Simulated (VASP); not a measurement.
Write the native input for VASP 6.6.1 that does the following.

```yaml
Task: single point
Functional: PBE
Potentials_or_basis: VASP PAW PBE potentials, release 64 (Y_sv, Mn_pv)
Cutoff: 520 eV
k_mesh: 10 × 10 × 10
Occupations: gaussian, width 0.05 eV
Spin: no spin polarisation
Dipole_correction: no
k_mesh_for_the_DOS: 15 × 15 × 15
Occupations_for_the_DOS: tetrahedron
Further_INCAR_settings: ALGO = Fast; EDIFF = 1e-06; NBANDS = 46
```

The system is YMn2.

```
CELL_PARAMETERS angstrom
0.00000 3.60964 3.60964
3.60964 0.00000 3.60964
3.60964 3.60964 0.00000
ATOMIC_POSITIONS crystal
Y 0.00000 0.00000 0.00000
Y 0.25000 0.25000 0.25000
Mn 0.62500 0.62500 0.62500
Mn 0.12500 0.62500 0.62500
Mn 0.62500 0.62500 0.12500
Mn 0.62500 0.12500 0.62500
```

These files were run (other wordings do the same):

POSCAR

```
YMn2
1.0
    0.0000000000      3.6096406320      3.6096406320
    3.6096406320      0.0000000000      3.6096406320
    3.6096406320      3.6096406320      0.0000000000
Y Mn
2 4
Direct
    0.0000000000      0.0000000000      0.0000000000
    0.2500000000      0.2500000000      0.2500000000
    0.6250000000      0.6250000000      0.6250000000
    0.1250000000      0.6250000000      0.6250000000
    0.6250000000      0.6250000000      0.1250000000
    0.6250000000      0.1250000000      0.6250000000
```

INCAR.step1

```
ALGO     = Fast           # electronic algorithm
EDIFF    = 1E-6           # SCF threshold, eV
ENCUT    = 520            # plane-wave cutoff, eV
GGA      = PE             # functional
ISIF     = 2              # what is computed and relaxed
ISMEAR   = 0              # smearing method
LASPH    = True           # aspherical terms in the spheres
LCHARG   = True           # write CHGCAR
LMAXMIX  = 4              # l up to which the mixer works
LREAL    = False          # projectors in reciprocal space
LWAVE    = False          # write WAVECAR
NBANDS   = 46             # bands
NELM     = 100            # most SCF steps
PREC     = Accurate       # precision mode
SIGMA    = 0.05           # smearing width, eV
```

KPOINTS.step1

```
k-points
0
Gamma
  10 10 10
```

INCAR.step2

```
ALGO     = Fast           # electronic algorithm
EDIFF    = 1E-6           # SCF threshold, eV
ENCUT    = 520            # plane-wave cutoff, eV
GGA      = PE             # functional
ICHARG   = 11             # starting density
ISIF     = 2              # what is computed and relaxed
ISMEAR   = -5             # smearing method
LASPH    = True           # aspherical terms in the spheres
LCHARG   = False          # write CHGCAR
LMAXMIX  = 4              # l up to which the mixer works
LORBIT   = 11             # projections on sites
LREAL    = False          # projectors in reciprocal space
LWAVE    = False          # write WAVECAR
NBANDS   = 46             # bands
NEDOS    = 1001           # points of the DOS
NELM     = 100            # most SCF steps
PREC     = Accurate       # precision mode
SIGMA    = 0.05           # smearing width, eV
```

KPOINTS.step2

```
k-points
0
Gamma
  15 15 15
```

Potentials or basis: VASP PAW PBE potentials, release 64 (Y_sv, Mn_pv).

The run is started by

```sh
$ cat potpaw_PBE.64/Y_sv/POTCAR potpaw_PBE.64/Mn_pv/POTCAR > POTCAR
$ cp INCAR.step1 INCAR
$ cp KPOINTS.step1 KPOINTS
$ mpirun -np 1 vasp_std > vasp.out
$ cp INCAR.step2 INCAR
$ cp KPOINTS.step2 KPOINTS
$ mpirun -np 1 vasp_std > vasp.out
```

It gave:

```
Valence electrons inside the program's atomic spheres : Y 10.05; Mn 11.77
```

Caveat: the run has no spin polarisation, though such a crystal can be magnetic.

Wall time 11 min on 1 thread of AMD EPYC 9R45 96-Core Processor (Zen 5), on a shared host, peak memory 0.53 GiB.
